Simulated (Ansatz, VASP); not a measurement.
## AlN: VASP beside Ansatz

File POSCAR:

```
AlN
1.0
    3.1110021516      0.0000000000      0.0000000000
   -1.5555010758      2.6942068945      0.0000000000
    0.0000000000      0.0000000000      4.9780000000
Al N
2 2
Direct
    0.3113785847      0.6505946752     -0.0086985276
    0.6447119180      0.3172613419      0.4913014724
    0.3333333333      0.6666666667      0.3850000000
    0.6666666667      0.3333333333      0.8850000000
```

INCAR.step1

```
SYSTEM = AlN
PREC     = Accurate       ! precision mode
ENCUT    = 520            ! plane-wave cutoff, eV
ISMEAR   = 0              ! smearing method
SIGMA    = 0.05           ! smearing width, eV
LREAL    = .False.        ! projectors in reciprocal space
LASPH    = .True.         ! aspherical terms in the spheres
NELM     = 60             ! most SCF steps
NBANDS   = 16             ! bands
GGA      = PE             ! functional
ALGO     = Normal         ! electronic algorithm
EDIFF    = 1E-4           ! SCF threshold, eV
LWAVE    = .True.         ! write WAVECAR
LCHARG   = .False.        ! write CHGCAR
```

Contents of INCAR.step2:

```
SYSTEM = AlN
PREC     = Accurate       ! precision mode
ENCUT    = 520            ! plane-wave cutoff, eV
EDIFF    = 1E-6           ! SCF threshold, eV
ISMEAR   = 0              ! smearing method
SIGMA    = 0.05           ! smearing width, eV
LREAL    = .False.        ! projectors in reciprocal space
LASPH    = .True.         ! aspherical terms in the spheres
NELM     = 60             ! most SCF steps
ALGO     = Normal         ! electronic algorithm
ISIF     = 2              ! what is computed and relaxed
LWAVE    = .False.        ! write WAVECAR
LCHARG   = .False.        ! write CHGCAR
METAGGA  = R2SCAN         ! meta-GGA
LMIXTAU  = .True.       
NBANDS   = 16             ! bands
ISTART   = 1
```

KPOINTS

```
Automatic mesh
0
Gamma
  12 12 6
  0 0 0
```

Input for Ansatz:

```yaml
crystal:
  lattice:
    - [3.1110021516, 0.0, 0.0]
    - [-1.5555010758, 2.6942068945, 0.0]
    - [0.0, 0.0, 4.978]
  atoms:
    - { symbol: Al, position: [0.3113785847, 0.6505946752, -0.0086985276] }
    - { symbol: Al, position: [0.644711918, 0.3172613419, 0.4913014724] }
    - { symbol: "N", position: [0.3333333333, 0.6666666667, 0.385] }
    - { symbol: "N", position: [0.6666666667, 0.3333333333, 0.885] }
basis:
  ecutwfc: 500
kpoints:
  mp_grid: { grid: [12, 12, 6] }
hamiltonian:
  xc: r2scan
scf:
  occupations: { method: gaussian, width: 0.05 }
output:
  forces: true
  stress: true
  eigenvalues: true
  write_density: true
  write_potential: true
  elf: true
  volumetric_format: npy
```

Change from the starting cell: all Al atoms moved -0.075 Å, as atom 1 along Cartesian [1 1 1].

Alike in both runs: task single point; functional r2SCAN; k mesh 12 × 12 × 6; occupations gaussian, width 0.05 eV; no spin polarisation.

|  | VASP | Ansatz |
| --- | --- | --- |
| version | VASP 6.6.1 | Ansatz 0.2.0 |
| potentials or method | VASP PAW PBE potentials, release 64 (Al, N), cutoff 520 eV | scalar-relativistic, plane waves, PAW |
| valence electrons in the cell | 16 | 16 |

|  | VASP | Ansatz | Ansatz less VASP |
| --- | --- | --- | --- |
| gap on the k mesh at the Fermi level (eV) | 4.67 | 4.64 | -0.040 |
| least direct gap on the mesh (eV) | 4.67 | 4.64 | -0.040 |
| pressure (GPa) | -0.3 | 0.1 | +0.38 |
| traceless stress, the component that is largest in VASP (GPa) | -4.85 | -4.77 | +0.077 |
| rms of the force components (eV/Å) | 0.751 | 0.742 | -0.0093 |

VASP's potentials were made for PBE, not for r2SCAN. Atom by atom the forces differ by 0.009 eV/Å (rms over components).
